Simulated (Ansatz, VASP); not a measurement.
## Two plane-wave programs on MgS5

INCAR

```
  PREC = Accurate
  ENCUT = 600
  EDIFF = 1E-6
  ISMEAR = 0
  SIGMA = 0.1
  LREAL = F
  LASPH = T
  NELM = 80
  ALGO = Normal
  ISIF = 3
  LWAVE = F
  LCHARG = F
  GGA = PE
  IBRION = 2
  NSW = 90
  EDIFFG = -0.04
```

Contents of KPOINTS:

```
Automatic mesh
0
Gamma
  6 6 2
```

Contents of POSCAR:

```
MgS5
1.0
    4.5721736200      0.0000000000      0.0000000000
   -2.2860868100      3.9596185100      0.0000000000
    0.0000000000      0.0000000000      7.6938254700
Mg S
1 5
Direct
    0.0000000000      0.0000000000      0.5000000000
    0.5000000000      0.0000000000      0.0000000000
    0.0000000000      0.5000000000      0.0000000000
    0.5000000000      0.5000000000      0.0000000000
    0.0000000000      0.0000000000      0.8080122800
    0.0000000000      0.0000000000      0.1919877200
```

Input for Ansatz:

```yaml
crystal:
  lattice:
    - [4.57217362, 0.0, 0.0]
    - [-2.28608681, 3.95961851, 0.0]
    - [0.0, 0.0, 7.69382547]
  atoms:
    - { symbol: Mg, position: [0.0, 0.0, 0.5] }
    - { symbol: S, position: [0.5, 0.0, 0.0] }
    - { symbol: S, position: [0.0, 0.5, 0.0] }
    - { symbol: S, position: [0.5, 0.5, 0.0] }
    - { symbol: S, position: [0.0, 0.0, 0.80801228] }
    - { symbol: S, position: [0.0, 0.0, 0.19198772] }
basis:
  ecutwfc: 420
kpoints:
  mp_grid: { grid: [6, 6, 2] }
hamiltonian:
  xc: pbe
scf:
  occupations: { method: gaussian, width: 0.1 }
  lower_state_search: "off"
output:
  forces: true
  stress: true
  eigenvalues: true
relax:
  adjacent_minimum: "off"
  f_tol: 0.04
  max_steps: 70
  cell: { stress_tol: 0.4 }
```

Alike in both runs: task relaxation of cell and atoms; functional PBE; k mesh 6 × 6 × 2; occupations gaussian, width 0.1 eV; no spin polarisation.

|  | VASP | Ansatz |
| --- | --- | --- |
| version | VASP 6.6.1 | Ansatz 0.2.0 |
| potentials or method | VASP PAW PBE potentials, release 64 (Mg, S), cutoff 600 eV | scalar-relativistic, plane waves, PAW |
| valence electrons in the cell | 32 | 40 |

|  | VASP | Ansatz | Ansatz less VASP |
| --- | --- | --- | --- |
| gap on the k mesh at the Fermi level, each at its own relaxed structure (eV) | none | none | - |
| relaxed volume (Å³/atom) | 29.56 | 29.46 | -0.100 |
| relaxed cell length with the largest relative difference (Å) | 9.193 | 9.166 | -0.0264 |

A gap of «none» marks a metal or a gap that the smearing closes. VASP's potentials hold 32 valence electrons a cell and Ansatz's 40, so a difference there can come from the potentials and not from the codes.

The k mesh is coarse, so the values compare programs but aren't converged. Noted on VASP's run: the volume moved by over 15 % at a fixed basis, so the end points are rough.
